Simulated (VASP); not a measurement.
Write the native input for VASP 6.6.1 that does the following.

| Item | Value |
| --- | --- |
| Task | single point |
| Functional | PBE |
| Potentials or basis | VASP PAW PBE potentials, release 64 (Zn, O) |
| Cutoff | 520 eV |
| k mesh | 43 × 43 × 43 |
| Occupations | fermi-dirac, width 0.0612256 eV |
| Spin | no spin polarisation |
| Dipole correction | no |
| Further INCAR settings | ALGO = Normal; EDIFF = 1e-06; NBANDS = 16 |

The structure of ZnO (rock salt type) lies in POSCAR:

```
ZnO
1.0
    0.0000000000      2.1644094689      2.1644094689
    2.1644094689      0.0000000000      2.1644094689
    2.1644094689      2.1644094689      0.0000000000
Zn O
1 1
Direct
    0.0000000000      0.0000000000      0.0000000000
    0.5000000000      0.5000000000      0.5000000000
```

One way to write it, as run:

INCAR

```
SYSTEM = ZnO
PREC     = Accurate       ! precision mode
ENCUT    = 520            ! plane-wave cutoff, eV
EDIFF    = 1E-6           ! SCF threshold, eV
ISMEAR   = -1             ! smearing method
SIGMA    = 0.06122561905347299 ! smearing width, eV
LREAL    = .False.        ! projectors in reciprocal space
LASPH    = .True.         ! aspherical terms in the spheres
NELM     = 80             ! most SCF steps
ALGO     = Normal         ! electronic algorithm
ISIF     = 2              ! what is computed and relaxed
LWAVE    = .False.        ! write WAVECAR
LCHARG   = .True.         ! write CHGCAR
GGA      = PE             ! functional
LELF     = .True.         ! ELF
LVHAR    = .True.       
NBANDS   = 16             ! bands
```

KPOINTS

```
Automatic mesh
0
Gamma
  43 43 43
  0 0 0
```

Potentials or basis: VASP PAW PBE potentials, release 64 (Zn, O).

Launch:

```console
$ cat potpaw_PBE.64/Zn/POTCAR potpaw_PBE.64/O/POTCAR > POTCAR
$ mpirun -np 1 vasp_std > vasp.out
```

Results of the run:

| Item | Value |
| --- | --- |
| Pressure | 1.1 GPa |
| Band gap on the k mesh | 0.73 eV (least direct gap 1.97 eV) |

Caveat: an odd mesh through Γ misses points on the zone boundary, where band edges can lie.

Run time: 7.9 min on 1 thread of AMD EPYC 7R13 Processor (Zen 3) (shared host), peak memory 0.66 GiB.
